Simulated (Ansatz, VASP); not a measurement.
One calculation of SnO, two programs

The input INCAR:

```
SYSTEM = SnO
PREC     = Accurate       ! precision mode
ENCUT    = 520            ! plane-wave cutoff, eV
EDIFF    = 1E-6           ! SCF threshold, eV
ISMEAR   = 0              ! smearing method
SIGMA    = 0.05           ! smearing width, eV
LREAL    = .False.        ! projectors in reciprocal space
LASPH    = .True.         ! aspherical terms in the spheres
NELM     = 100            ! most SCF steps
ALGO     = Normal         ! electronic algorithm
ISIF     = 2              ! what is computed and relaxed
LWAVE    = .False.        ! write WAVECAR
LCHARG   = .False.        ! write CHGCAR
GGA      = CA             ! functional
NBANDS   = 28             ! bands
```

The input KPOINTS:

```
Automatic mesh
0
Gamma
  8 6 6
  0 0 0
```

POSCAR

```
SnO
1.0
    3.3550050000      0.0000000000      0.0000000000
    0.0000000000      5.6741040000      0.0000000000
    0.0000000000      0.0000000000      4.2219700000
Sn O
2 2
Direct
    0.0000000000      0.2319090000      0.4598513428
    0.5000000000      0.7680910000      0.0131440000
    0.0000000000      0.8912500000      0.7368570000
    0.5000000000      0.1087500000      0.2368570000
```

Input for Ansatz:

```yaml
crystal:
  lattice:
    - [3.355005, 0.0, 0.0]
    - [0.0, 5.674104, 0.0]
    - [0.0, 0.0, 4.22197]
  atoms:
    - { symbol: Sn, position: [0.0, 0.231909, 0.4598513428] }
    - { symbol: Sn, position: [0.5, 0.768091, 0.013144] }
    - { symbol: O, position: [0.0, 0.89125, 0.736857] }
    - { symbol: O, position: [0.5, 0.10875, 0.236857] }
basis:
  ecutwfc: 420
kpoints:
  mp_grid: { grid: [8, 6, 6] }
hamiltonian:
  xc: lda
scf:
  occupations: { method: gaussian, width: 0.05 }
output:
  forces: true
  stress: true
  eigenvalues: true
```

Alike in both runs: task single point; functional LDA; k mesh 8 × 6 × 6; occupations gaussian, width 0.05 eV; no spin polarisation.

|  | VASP | Ansatz |
| --- | --- | --- |
| version | VASP 6.6.1 | Ansatz 0.2.0 |
| potentials or method | VASP PAW LDA potentials, release 64 (Sn_d, O), cutoff 520 eV | scalar-relativistic, plane waves, PAW |
| valence electrons in the cell | 40 | 40 |

```csv
,VASP,Ansatz,Ansatz less VASP
gap on the k mesh at the Fermi level (eV),1.32,1.34,+0.027
least direct gap on the mesh (eV),2.02,2.05,+0.030
pressure (GPa),-2.6,-2.9,-0.29
"traceless stress, the component that is largest in VASP (GPa)",3.98,3.93,-0.048
rms of the force components (eV/Å),0.648,0.634,-0.0136
```

LDA's correlation is that of Perdew and Zunger in VASP and of Perdew and Wang (1992) in Ansatz. Atom by atom the forces differ by 0.047 eV/Å (rms over components).
